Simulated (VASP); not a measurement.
# Sr (Im-3m) in VASP: further runs

Runs on Sr. Level: PBE. Tasks: single point, relaxation of cell and atoms.

Program: VASP 6.6.1. These are calculated values, not measurements. Logs are shortened: lines on timing, memory, paths and dates and some standing lists are left out, and cuts for length are marked.

## 1. The cell of the first run

The structure is cubic, space group Im-3m (No. 229). The conventional cell has a = 3.630 Å, b = 3.630 Å, c = 3.630 Å, α = 90.00°, β = 90.00°, γ = 90.00°. Within 4.1 Å of Sr (site symmetry m-3m) lie 14 Sr at 3.14 to 3.63 Å.

## 2. Single point, PBE

Input file INCAR:

```
SYSTEM = Sr
PREC     = Accurate       ! precision mode
ENCUT    = 520            ! plane-wave cutoff, eV
EDIFF    = 1E-7           ! SCF threshold, eV
ISMEAR   = -1             ! smearing method
SIGMA    = 0.05           ! smearing width, eV
LREAL    = .FALSE.        ! projectors in reciprocal space
LASPH    = .TRUE.         ! aspherical terms in the spheres
NELM     = 80             ! most SCF steps
ALGO     = Normal         ! electronic algorithm
ISIF     = 2              ! what is computed and relaxed
LWAVE    = .FALSE.        ! write WAVECAR
LCHARG   = .FALSE.        ! write CHGCAR
GGA      = PE             ! functional
NBANDS   = 11             ! bands
```

Input file KPOINTS:

```
regular mesh
0
G
  15 15 15
  0 0 0
```

Input file POSCAR:

```
Sr
1.0
   -1.8149733047      1.8149733047      1.8149733047
    1.8149733047     -1.8149733047      1.8149733047
    1.8149733047      1.8149733047     -1.8149733047
Sr
1
Direct
    0.0000000000      0.0000000000      0.0000000000
```

Potentials or basis: VASP PAW PBE potentials, release 64 (Sr_sv).

Command:

```
$ cat potpaw_PBE.64/Sr_sv/POTCAR > POTCAR
$ mpirun -np 1 vasp_std > vasp.out
```

OUTCAR:

```text
SYSTEM = Sr
   PREC = Accurate
   ENCUT = 520
   EDIFF = 1E-7
   ISMEAR = -1
   LREAL = .FALSE.
   LASPH = .TRUE.
   NELM = 80
   ISIF = 2
   GGA = PE

 ion  position               nearest neighbor table
   1  0.000  0.000  0.000-

  LATTYP: Found a body centered cubic cell.
 ALAT       =     3.6299466094

  Lattice vectors:

 A1 = (  -1.8149733047,   1.8149733047,   1.8149733047)
 A2 = (   1.8149733047,  -1.8149733047,   1.8149733047)
 A3 = (   1.8149733047,   1.8149733047,  -1.8149733047)

Analysis of symmetry for initial positions (statically):
=====================================================================
 Subroutine PRICEL returns:
 Original cell was already a primitive cell.

 Routine SETGRP: Setting up the symmetry group for a
 body centered cubic supercell.

 Subroutine GETGRP returns: Found 48 space group operations
 (whereof 48 operations were pure point group operations)
 out of a pool of 48 trial point group operations.

The static configuration has the point symmetry O_h .

Analysis of symmetry for dynamics (positions and initial velocities):
=====================================================================
 Subroutine PRICEL returns:
 Original cell was already a primitive cell.

 Routine SETGRP: Setting up the symmetry group for a
 body centered cubic supercell.

 Subroutine GETGRP returns: Found 48 space group operations
 (whereof 48 operations were pure point group operations)
 out of a pool of 48 trial point group operations.

The dynamic configuration has the point symmetry O_h .

 Subroutine INISYM returns: Found 48 space group operations
 (whereof 48 operations are pure point group operations),
 and found     1 'primitive' translations

----------------------------------------------------------------------------------------

                                     Primitive cell

  volume of cell :      23.9150

  direct lattice vectors                    reciprocal lattice vectors
    -1.814973305  1.814973305  1.814973305     0.000000000  0.275486146  0.275486146
     1.814973305 -1.814973305  1.814973305     0.275486146  0.000000000  0.275486146
     1.814973305  1.814973305 -1.814973305     0.275486146  0.275486146  0.000000000

  length of vectors
     3.143625978  3.143625978  3.143625978     0.389596243  0.389596243  0.389596243

  position of ions in fractional coordinates (direct lattice)
     0.000000000  0.000000000  0.000000000

  ion indices of the primitive-cell ions
[... 74 lines left out ...]
   EDIFF  = 0.1E-06   stopping-criterion for ELM
   LREAL  =      F    real-space projection
   EDIFFG = 0.1E-05   stopping-criterion for IOM
   NSW    =      0    number of steps for IOM
   IBRION =     -1    ionic relax: 0-MD 1-quasi-New 2-CG
   NFREE  =      0    steps in history (QN), initial steepest desc. (CG)
   ISIF   =      2    stress and relaxation
   ISYM   =      2    0-nonsym 1-usesym 2-fastsym
   POTIM  = 0.5000    time-step for ionic-motion
   TEBEG  =    0.0;   TEEND  =   0.0 temperature during run
   PSTRESS=    0.0 pullay stress
   NELECT =      10.0000    total number of electrons
   NUPDOWN=      -1.0000    fix difference up-down
   EMIN   =  10.00;   EMAX   =-10.00  energy-range for DOS
   EFERMI =   0.00;   METHOD = LEGACY
   ISMEAR =    -1;   SIGMA  =   0.05  broadening in eV -4-tet -1-fermi 0-gaus
   EFERMI_NEDOS =   21; number of points for ismear=-14 and -15
   IALGO  =     38    algorithm
   IMIX   =      4    mixing-type and parameters
     AMIX     =   0.40;   BMIX     =  1.00
     AMIX_MAG =   1.60;   BMIX_MAG =  1.00
  volume/ion in A,a.u.               =      23.92       161.39
  Fermi-wavevector in a.u.,A,eV,Ry     =   1.224197  2.313397 20.390479  1.498658
  Thomas-Fermi vector in A             =   2.359280
   LORBIT       =      0    0 simple, 1 ext, 2 COOP (PROOUT), +10 PAW based schemes
   GGA     = PE    functional components
[... 5 lines left out ...]
 non-spin polarized calculation
  energy-cutoff  :      520.00
  volume of cell :       23.92
 maximum number of plane-waves:       670
   NGX = 11   NGY = 11   NGZ = 11

 number of electron      10.0000000 magnetization

 Free energy of the ion-electron system (eV)
  ---------------------------------------------------
  ext. energy  EPLUGINS =         0.00000000
  ---------------------------------------------------
  free energy    TOTEN  =         0.16816292 eV

  energy without entropy =        0.17486343  energy(sigma->0) =        0.17151318

 E-fermi :   5.3395     XC(G=0): -10.4358

 val. band max:        5.3384262144   @ k =   0.2000   0.1333   0.1333
 cond. band min:       5.3423329113   @ k =  -0.3333   0.3333   0.2667
 fundamental gap:      0.0039066969
 Fermi energy:         5.3395443673

 k-point     1 :       0.0000    0.0000    0.0000
  band No.  band energies     occupation
      1     -30.3426      2.00000
      2     -11.1550      2.00000
      3     -11.1550      2.00000
      4     -11.1550      2.00000
      5       1.5245      2.00000
      6       8.7604      0.00000
      7       8.7604      0.00000
      8       8.7604      0.00000
      9      11.4716      0.00000
     10      11.4716      0.00000
     11      17.3098      0.00000
[... 309 lines left out ...]
 k-point    24 :       0.4000    0.2000    0.0000
  band No.  band energies     occupation
      1     -29.8449      2.00000
      2     -13.2640      2.00000
      3     -12.2621      2.00000
      4     -11.4183      2.00000
      5       4.7340      1.99999
      6       6.3887      0.00000
      7       7.9002      0.00000
      8      11.4683      0.00000
      9      13.1311      0.00000
     10      17.1808      0.00000
     11      17.3707      0.00000

 [... further k-points ...]

------------------------ aborting loop because EDIFF is reached ----------------------------------------

  FORCE on cell =-STRESS in cart. coord.  units (eV):
  Direction    XX          YY          ZZ          XY          YZ          ZX
  --------------------------------------------------------------------------------------
  -------------------------------------------------------------------------------------
  Total        4.9900304      4.9900304      4.9900304     -0.0000000      0.0000000      0.0000000
  in kB      334.3051421    334.3051421    334.3051421     -0.0000000      0.0000000      0.0000000
  external PRESSURE =     334.3051421 kB  Pullay stress =       0.0000000 kB

 VOLUME and BASIS-vectors are now :
 -----------------------------------------------------------------------------
  energy-cutoff  :      520.00
  volume of cell :       23.92
      direct lattice vectors                 reciprocal lattice vectors
    -1.814973305  1.814973305  1.814973305     0.000000000  0.275486146  0.275486146
     1.814973305 -1.814973305  1.814973305     0.275486146  0.000000000  0.275486146
     1.814973305  1.814973305 -1.814973305     0.275486146  0.275486146  0.000000000

 POSITION                                       TOTAL-FORCE (eV/Angst)
 -----------------------------------------------------------------------------------
      0.00000      0.00000      0.00000        -0.000000      0.000000      0.000000
 -----------------------------------------------------------------------------------
    total drift:                                0.000000      0.000000      0.000000

  FREE ENERGIE OF THE ION-ELECTRON SYSTEM (eV)
  ---------------------------------------------------
  free  energy   TOTEN  =         0.1681629199 eV

  energy  without entropy=        0.1748634311  energy(sigma->0) =        0.17151318
```

Wall time 8.9 s (1 thread of Intel Xeon 6975P-C (Granite Rapids), shared host); peak memory 0.15 GiB.

Results:

```yaml
Free_energy: 0.1682 eV
Pressure: 33.4 GPa
Band_gap_on_the_k_mesh: zero (band 5 reaches 6.45 eV, above the bottom of band 6 at 3.49 eV)
```

## 3. Relaxation of cell and atoms, PBE, target pressure 33 GPa, at which the enthalpy is minimised

This run uses another cell than the first one, of 23.56 Å³/atom, 0.985 times its volume.

Input file INCAR:

```
PREC = Accurate
ENCUT = 600
EDIFF = 1E-7
ISMEAR = -1
SIGMA = 0.05
LREAL = F
LASPH = T
NELM = 100
ALGO = Normal
ISIF = 3
LWAVE = F
LCHARG = F
GGA = PE
IBRION = 2
NSW = 60
EDIFFG = -0.005
PSTRESS = 330.0
```

Input file KPOINTS:

```
regular mesh
0
Gamma
  15 15 15
```

Input file POSCAR:

```
Sr
1.0
   -1.8058738156      1.8058738156      1.8058738156
    1.8058738156     -1.8058738156      1.8058738156
    1.8058738156      1.8058738156     -1.8058738156
Sr
1
Direct
    0.0000000000      0.0000000000      0.0000000000
```

Potentials or basis: VASP PAW PBE potentials, release 64 (Sr_sv).

Command:

```
$ cat potpaw_PBE.64/Sr_sv/POTCAR > POTCAR
$ mpirun -np 1 vasp_std > vasp.out
```

OUTCAR:

```text
PREC = Accurate
   ENCUT = 600
   EDIFF = 1E-7
   ISMEAR = -1
   LREAL = F
   LASPH = T
   NELM = 100
   ISIF = 3
   GGA = PE
   IBRION = 2
   NSW = 60
   EDIFFG = -0.005
   PSTRESS = 330.0

 ion  position               nearest neighbor table
   1  0.000  0.000  0.000-

  LATTYP: Found a body centered cubic cell.
 ALAT       =     3.6117476312

  Lattice vectors:

 A1 = (  -1.8058738156,   1.8058738156,   1.8058738156)
 A2 = (   1.8058738156,  -1.8058738156,   1.8058738156)
 A3 = (   1.8058738156,   1.8058738156,  -1.8058738156)

Analysis of symmetry for initial positions (statically):
=====================================================================
 Subroutine PRICEL returns:
 Original cell was already a primitive cell.

[... 255 lines left out ...]
 cond. band min:       5.3125714991   @ k =  -0.4667   0.4667   0.2667
 fundamental gap:      0.0119158977
 Fermi energy:         5.3035705842

 k-point     1 :       0.0000    0.0000    0.0000
  band No.  band energies     occupation
      1     -30.3696      2.00000
      2     -11.2001      2.00000
      3     -11.2001      2.00000
      4     -11.2001      2.00000
      5       1.4817      2.00000
      6       8.7239      0.00000
      7       8.7239      0.00000
      8       8.7239      0.00000
      9      11.4230      0.00000
[... 265 lines left out ...]
 k-point    24 :       0.4000    0.2000    0.0000
  band No.  band energies     occupation
      1     -29.8806      2.00000
      2     -13.2825      2.00000
      3     -12.2929      2.00000
      4     -11.4598      2.00000
      5       4.7037      1.99999
      6       6.3566      0.00000
      7       7.8420      0.00000
      8      11.4169      0.00000
      9      13.0684      0.00000

 [... further k-points ...]

------------------------ aborting loop because EDIFF is reached ----------------------------------------

  FORCE on cell =-STRESS in cart. coord.  units (eV):
  Direction    XX          YY          ZZ          XY          YZ          ZX
  --------------------------------------------------------------------------------------
  -------------------------------------------------------------------------------------
  Total        4.9506804      4.9506804      4.9506804      0.0000000     -0.0000000      0.0000000
  in kB      329.9642149    329.9642149    329.9642149      0.0000000     -0.0000000      0.0000000
  external PRESSURE =      -0.0357851 kB  Pullay stress =     330.0000000 kB
[... 20 lines left out ...]
  energy  without entropy=        0.1492488408  energy(sigma->0) =        0.14591877

  enthalpy is  TOTEN    =         5.0938060179 eV   P V=        4.9512173243

 reached required accuracy - stopping structural energy minimisation
```

It took 42 s on 1 thread of Intel Xeon 6975P-C (Granite Rapids), shared host; peak memory 0.18 GiB.

What came out:

| Quantity | Value |
| --- | --- |
| Free energy | 0.1426 eV |
| Relaxed volume | 24.04 Å³/atom |
| Relaxed cell | a = 3.149 Å, b = 3.149 Å, c = 3.149 Å, α = 109.47°, β = 109.47°, γ = 109.47° |
| Space group after relaxing (to 0.05 Å) | Im-3m (No. 229) |
| Energy change on relaxing (the enthalpy is what falls) | -101.7 meV/atom |
| Ionic steps | 3 |
| Pressure after relaxing | 33.0 GPa |
| Band gap on the k mesh | zero (band 5 reaches 6.41 eV, above the bottom of band 6 at 3.47 eV) |

Step by step:
```tsv
step	energy change (eV)	largest force (eV/Å)	pressure (GPa)	volume (Å³)
1	0.0000	0.0000	34.74	23.56
2	-0.1831	0.0000	31.61	24.44
3	-0.1017	0.0000	33.00	24.04
```

Final structure:
```xyz
1
Lattice="-1.8181 1.8181 1.8181 1.8181 -1.8181 1.8181 1.8181 1.8181 -1.8181" Properties=species:S:1:pos:R:3 pbc="T T T"
Sr    0.0000    0.0000    0.0000
```

Caveat: the cell is relaxed towards a set pressure, so the enthalpy falls and the energy may rise.
